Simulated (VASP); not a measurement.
Wanted: the native input for a VASP 6.6.1 run.

- Task: single point
- Functional: r2SCAN
- Potentials or basis: VASP PAW PBE potentials, release 64 (Na_pv, Ge_d, Cl)
- Cutoff: 520 eV
- k mesh: 4 × 4 × 4
- Occupations: gaussian, width 0.01 eV
- Spin: no spin polarisation
- Dipole correction: no
- Further INCAR settings: ALGO = Normal; EDIFF = 1e-07; NBANDS = 29

NaGeCl3:

```
CELL_PARAMETERS angstrom
5.29268 0.00000 0.00000
0.00000 5.29268 0.00000
0.00000 0.00000 5.29268
ATOMIC_POSITIONS crystal
Na 0.00000 0.00000 0.00000
Ge 0.50000 0.50000 0.50000
Cl 0.50000 0.50000 0.00000
Cl 0.50000 0.00000 0.50000
Cl 0.00000 0.50000 0.50000
```

One way to write it, as run:

POSCAR

```
NaGeCl3
1.0
    5.2926780958      0.0000000000      0.0000000000
    0.0000000000      5.2926780958      0.0000000000
    0.0000000000      0.0000000000      5.2926780958
Na Ge Cl
1 1 3
Direct
    0.0000000000      0.0000000000      0.0000000000
    0.5000000000      0.5000000000      0.5000000000
    0.5000000000      0.5000000000      0.0000000000
    0.5000000000      0.0000000000      0.5000000000
    0.0000000000      0.5000000000      0.5000000000
```

INCAR.step1

```
SYSTEM = NaGeCl3
  PREC = Accurate
  ENCUT = 520
  ISMEAR = 0
  SIGMA = 0.01
  LREAL = .FALSE.
  LASPH = .TRUE.
  NELM = 100
  NBANDS = 29
  GGA = PE
  ALGO = Normal
  EDIFF = 1E-4
  LWAVE = .TRUE.
  LCHARG = .FALSE.
```

INCAR.step2

```
SYSTEM = NaGeCl3
  PREC = Accurate
  ENCUT = 520
  EDIFF = 1E-7
  ISMEAR = 0
  SIGMA = 0.01
  LREAL = .FALSE.
  LASPH = .TRUE.
  NELM = 100
  ALGO = Normal
  ISIF = 2
  LWAVE = .FALSE.
  LCHARG = .FALSE.
  METAGGA = R2SCAN
  LMIXTAU = .TRUE.
  NBANDS = 29
  ISTART = 1
```

KPOINTS

```
regular mesh
0
G
  4 4 4
  0 0 0
```

Potentials or basis: VASP PAW PBE potentials, release 64 (Na_pv, Ge_d, Cl).

The run is started by

```sh
$ cat potpaw_PBE.64/Na_pv/POTCAR potpaw_PBE.64/Ge_d/POTCAR potpaw_PBE.64/Cl/POTCAR > POTCAR
$ cp INCAR.step1 INCAR
$ mpirun -np 1 vasp_std > vasp.out
$ cp INCAR.step2 INCAR
$ mpirun -np 1 vasp_std > vasp.out
```

It gave:

```yaml
Pressure: -1.6 GPa
Band_gap_on_the_k_mesh: 1.11 eV
```

Caveat: the PAW data sets were made with another functional, which shifts forces and pressure a little.

Run time: 64 s on 1 thread of Intel(R) Xeon(R) 6975P-C (Granite Rapids) (shared host), peak memory 0.28 GiB.
